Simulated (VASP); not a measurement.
# ScAs2 (I-4m2) in VASP: a series of runs, part 2 of 2

VASP 6.6.1. The steps go on from the part before.

### 3 Single point, PBE

This run uses another cell than the first one, of 24.76 Å³/atom, 0.997 times its volume.

The input, INCAR:

```
ALGO     = Normal         # electronic algorithm
EDIFF    = 1E-7           # SCF threshold, eV
ENCUT    = 520            # plane-wave cutoff, eV
GGA      = PE             # functional
ISIF     = 2              # what is computed and relaxed
ISMEAR   = 0              # smearing method
LASPH    = True           # aspherical terms in the spheres
LCHARG   = True           # write CHGCAR
LELF     = True           # ELF
LREAL    = False          # projectors in reciprocal space
LVHAR    = True         
LWAVE    = False          # write WAVECAR
NBANDS   = 18             # bands
NELM     = 80             # most SCF steps
PREC     = Accurate       # precision mode
SIGMA    = 0.1            # smearing width, eV
```

The input, KPOINTS:

```
k-points
0
Gamma
  12 12 12
```

The input, POSCAR:

```
ScAs2
1.0
   -2.6607957304      2.6607957304      2.6231409803
    2.6607957304     -2.6607957304      2.6231409803
    2.6607957304      2.6607957304     -2.6231409803
Sc As
1 2
Direct
    0.0000000000      0.0000000000      0.0000000000
    0.0106072502      0.5106072502      0.5000000000
    0.4893927498      0.9893927498      0.5000000000
```

Potentials or basis: VASP PAW PBE potentials, release 64 (Sc_sv, As).

Command:

```
> cat potpaw_PBE.64/Sc_sv/POTCAR potpaw_PBE.64/As/POTCAR > POTCAR
> mpirun -np 1 vasp_std > vasp.out
```

OUTCAR:

```text
EDIFF = 1E-7
   ENCUT = 520
   GGA = PE
   ISIF = 2
   ISMEAR = 0
   LASPH = True
   LREAL = False
   NELM = 80
   PREC = Accurate

 ion  position               nearest neighbor table
   1  0.000  0.000  0.000-   2 2.66   3 2.66   2 2.66   3 2.66
   2  0.011  0.511  0.500-   3 2.51   1 2.66   1 2.66   3 2.73
   3  0.489  0.989  0.500-   2 2.51   1 2.66   1 2.66   2 2.73

[... 701 lines left out ...]

  FORCE on cell =-STRESS in cart. coord.  units (eV):
  Direction    XX          YY          ZZ          XY          YZ          ZX
  --------------------------------------------------------------------------------------
  -------------------------------------------------------------------------------------
  Total        0.0834416      0.0834416      0.0947625      0.0000000     -0.0000000      0.0000000
  in kB        1.7996511      1.7996511      2.0438179      0.0000000     -0.0000000      0.0000000
  external PRESSURE =       1.8810401 kB  Pullay stress =       0.0000000 kB

 VOLUME and BASIS-vectors are now :
 -----------------------------------------------------------------------------
  energy-cutoff  :      520.00
  volume of cell :       74.29
      direct lattice vectors                 reciprocal lattice vectors
    -2.660795730  2.660795730  2.623140980     0.000000000  0.187913711  0.190611181
     2.660795730 -2.660795730  2.623140980     0.187913711  0.000000000  0.190611181
     2.660795730  2.660795730 -2.623140980     0.187913711  0.187913711  0.000000000

 POSITION                                       TOTAL-FORCE (eV/Angst)
 -----------------------------------------------------------------------------------
      0.00000      0.00000      0.00000        -0.000000      0.000000      0.000000
      2.66080      0.00000      0.05565         0.000000     -0.000000     -0.032229
      2.66080      0.00000      2.56749         0.000000     -0.000000      0.032229
 -----------------------------------------------------------------------------------
    total drift:                               -0.000000      0.000000     -0.000000

  FREE ENERGIE OF THE ION-ELECTRON SYSTEM (eV)
  ---------------------------------------------------
  free  energy   TOTEN  =       -16.5325434617 eV

  energy  without entropy=      -16.5252645450  energy(sigma->0) =      -16.52890400
```

OSZICAR:

```text
N       E                     dE             d eps       ncg     rms          rms(c)
DAV:   1     0.147997336088E+03    0.14800E+03   -0.86971E+03  5876   0.103E+03
DAV:   2    -0.681911185542E+01   -0.15482E+03   -0.15119E+03  5900   0.306E+02
DAV:   3    -0.181604574435E+02   -0.11341E+02   -0.11014E+02  8476   0.745E+01
DAV:   4    -0.185488616989E+02   -0.38840E+00   -0.38572E+00  8272   0.152E+01
DAV:   5    -0.185577448604E+02   -0.88832E-02   -0.88779E-02  8378   0.239E+00    0.762E+00
DAV:   6    -0.166262000523E+02    0.19315E+01   -0.61504E+00  8892   0.225E+01    0.258E+00
DAV:   7    -0.165621968434E+02    0.64003E-01   -0.17852E-01  7494   0.325E+00    0.160E+00
DAV:   8    -0.165322369045E+02    0.29960E-01   -0.68848E-02  8938   0.189E+00    0.176E-01
DAV:   9    -0.165323973382E+02   -0.16043E-03   -0.29479E-03  6818   0.331E-01    0.103E-01
DAV:  10    -0.165325586102E+02   -0.16127E-03   -0.52884E-04  8494   0.227E-01    0.342E-02
DAV:  11    -0.165325562377E+02    0.23725E-05   -0.31359E-04  9000   0.149E-01    0.242E-02
DAV:  12    -0.165325450462E+02    0.11192E-04   -0.11309E-04  8432   0.879E-02    0.838E-03
DAV:  13    -0.165325433171E+02    0.17291E-05   -0.94750E-06  9000   0.260E-02    0.140E-03
DAV:  14    -0.165325434942E+02   -0.17714E-06   -0.21130E-07  6426   0.283E-03    0.626E-04
DAV:  15    -0.165325433891E+02    0.10512E-06   -0.25110E-07  4554   0.399E-03    0.800E-04
DAV:  16    -0.165325434617E+02   -0.72594E-07   -0.80148E-08  3360   0.297E-03
   1 F= -.16532543E+02 E0= -.16528904E+02  d E =-.727892E-02
```

stdout:

```text
POSCAR found type information on POSCAR ScAs
 POSCAR found :  2 types and       3 ions
 scaLAPACK will be used
 LDA part: xc-table for (Slater+PW92), standard interpolation
 POSCAR, INCAR and KPOINTS ok, starting setup
 FFT: planning ... GRIDC
 FFT: planning ... GRID_SOFT
 FFT: planning ... GRID
 WAVECAR not read
 entering main loop
```

It took 2.3 min on 1 thread of Intel Xeon Platinum 8488C (Sapphire Rapids), shared host; peak memory 0.36 GiB.

What came out:

```yaml
Free_energy: -16.5325 eV
Pressure: 0.2 GPa
Largest_force: 0.032 eV/Å
```

Forces on the atoms (eV/Å):
```
Sc   0.000  0.000  0.000
As   0.000  0.000 -0.032
As   0.000  0.000  0.032
```

### 4 Relaxation of cell and atoms, PBE

This run uses another cell than the first one, of 24.93 Å³/atom, 1.004 times its volume.

The input, INCAR:

```
SYSTEM = ScAs2
ALGO = Normal
EDIFF = 1E-6
EDIFFG = -0.01
ENCUT = 600
GGA = PE
IBRION = 2
ISIF = 3
ISMEAR = 0
LASPH = .TRUE.
LCHARG = .FALSE.
LREAL = .FALSE.
LWAVE = .FALSE.
NELM = 100
NSW = 100
PREC = Accurate
SIGMA = 0.1
```

The input, KPOINTS:

```
k-points
0
G
  12 12 12
  0 0 0
```

The input, POSCAR:

```
ScAs2
1.0
   -2.6540938346      2.6540938346      2.6541879684
    2.6540938346     -2.6540938346      2.6541879684
    2.6540938346      2.6540938346     -2.6541879684
Sc As
1 2
Direct
    0.0000000000      0.0000000000      0.0000000000
    0.0155131117      0.5155131117      0.5000000000
    0.4844868883      0.9844868883      0.5000000000
```

Command:

```
> cat potpaw_PBE.64/Sc_sv/POTCAR potpaw_PBE.64/As/POTCAR > POTCAR
> mpirun -np 1 vasp_std > vasp.out
```

It took 9.3 min on 1 thread of Intel Xeon Platinum 8488C (Sapphire Rapids), shared host; peak memory 0.43 GiB.

Results (log left out):

| Quantity | Value |
| --- | --- |
| Free energy | -16.5330 eV |
| Relaxed volume | 24.82 Å³/atom |
| Relaxed cell | a = 4.591 Å, b = 4.591 Å, c = 4.591 Å, α = 109.08°, β = 109.08°, γ = 110.26° |
| Space group after relaxing (to 0.05 Å) | I-4m2 (No. 119) |
| Energy gained by relaxing | 1.8 meV/atom |
| Ionic steps | 7 |
| Pressure after relaxing | 0.0 GPa |
| Largest force after relaxing | 0.004 eV/Å |

Forces on the atoms (eV/Å):
```
Sc   0.000  0.000  0.000
As   0.000  0.000 -0.004
As   0.000  0.000  0.004
```

The path:
```csv
step,energy change (eV),largest force (eV/Å),pressure (GPa),volume (Å³)
1,0.0000,0.0881,0.21,74.79
2,-0.0023,0.1043,-0.23,75.14
3,-0.0023,0.1044,-0.23,75.14
4,-0.0037,0.0836,-0.11,74.88
5,-0.0050,0.0467,0.19,74.28
6,-0.0054,0.0119,-0.10,74.54
7,-0.0055,0.0043,-0.01,74.46
```

Final structure:
```cif
data_structure
_symmetry_space_group_name_H-M 'P 1'
_symmetry_Int_Tables_number 1
_cell_length_a 4.5906
_cell_length_b 4.5906
_cell_length_c 4.5906
_cell_angle_alpha 109.080
_cell_angle_beta 109.080
_cell_angle_gamma 110.257
_cell_volume 74.46
loop_
_atom_site_label
_atom_site_type_symbol
_atom_site_fract_x
_atom_site_fract_y
_atom_site_fract_z
_atom_site_occupancy
Sc1 Sc 0.00000 0.00000 0.00000 1
As1 As 0.00962 0.50962 0.50000 1
As2 As 0.49038 0.99038 0.50000 1
```

Levels at points of the mesh, in eV from the Fermi level:
| k point | band 8 | band 9 | band 10 | band 11 | band 12 | band 13 | band 14 |
| --- | --- | --- | --- | --- | --- | --- | --- |
| (0.00, 0.00, 0.00) | -1.22 | -1.22 | -0.20 | -0.20 | 0.30 | 0.39 | 0.39 |
| (0.50, 0.00, 0.00) | -2.21 | -1.71 | -1.70 | -0.51 | 0.62 | 1.51 | 1.58 |
| (0.50, 0.50, 0.00) | -4.92 | -2.48 | -1.98 | 1.46 | 1.51 | 1.57 | 2.01 |
| (0.50, 0.50, 0.50) | -3.81 | -3.81 | 0.83 | 1.36 | 1.38 | 1.38 | 2.00 |

### 5 The runs side by side

| task | cell | k mesh | cutoff (eV) | gap on the mesh (eV) | pressure (GPa) | relaxed volume (Å³/atom) | largest force (eV/Å) |
| --- | --- | --- | --- | --- | --- | --- | --- |
| relaxation of cell and atoms | relaxed from a = 4.596 Å, angles 111.4, 111.4, 105.8°, 3 atoms | 6 × 6 × 6 | 600 | none | 0.1 | 24.97 | 0.01 |
| single point | a = 4.587 Å, angles 109.1, 109.1, 110.2°, 3 atoms | 12 × 12 × 12 | 520 | none | 0.2 | - | 0.03 |
| relaxation of cell and atoms | relaxed from a = 4.597 Å, angles 109.5°, 3 atoms | 12 × 12 × 12 | 600 | none | 0.0 | 24.82 | - |

Alike in all rows: level PBE; potentials or basis VASP PAW PBE potentials, release 64 (Sc_sv, As); no spin polarisation; smearing gaussian 0.1 eV.

Total energies depend on the potentials used, so only differences within one code and one set of settings carry meaning.
